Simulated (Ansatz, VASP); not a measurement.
**AlN in VASP and in Ansatz**

```xyz
2
Lattice="0.0000 2.0345 2.0345 2.0345 0.0000 2.0345 2.0345 2.0345 0.0000" Properties=species:S:1:pos:R:3 pbc="T T T"
Al    2.0345    2.0345    2.0345
N     0.0000    0.0000    0.0000
```

Alike in both runs: task relaxation of cell and atoms; functional RPBE; dispersion D3(BJ); k mesh 11 × 11 × 11; occupations fermi-dirac, width 0.05 eV; no spin polarisation.

|  | VASP | Ansatz |
| --- | --- | --- |
| version | VASP 6.6.1 | Ansatz 0.2.0 |
| potentials or method | VASP PAW PBE potentials, release 64 (Al, N) | Ansatz PAW |
| plane-wave cutoff (eV) | 600 | 420 |
| valence electrons in the cell | 8 | 8 |

VASP gave:

```
gap on the k mesh at the Fermi level, each at its own relaxed structure (eV) : 5.23
relaxed volume (Å³/atom)                                                     : 7.62
relaxed cell length with the largest relative difference (Å)                 : 2.783
```

Q: Which values does Ansatz return?

A: gap on the k mesh at the Fermi level, each at its own relaxed structure (eV): 5.25; relaxed volume (Å³/atom): 7.65; relaxed cell length with the largest relative difference (Å): 2.786.

VASP's potentials were made for PBE, not for RPBE.

Noted on Ansatz's run: odd divisions of the mesh miss points on the zone boundary, where band edges often lie, so the gap on the mesh can be too wide; the plane-wave basis is chosen anew once the cell has moved, so the energies of steps on either side of that aren't comparable.
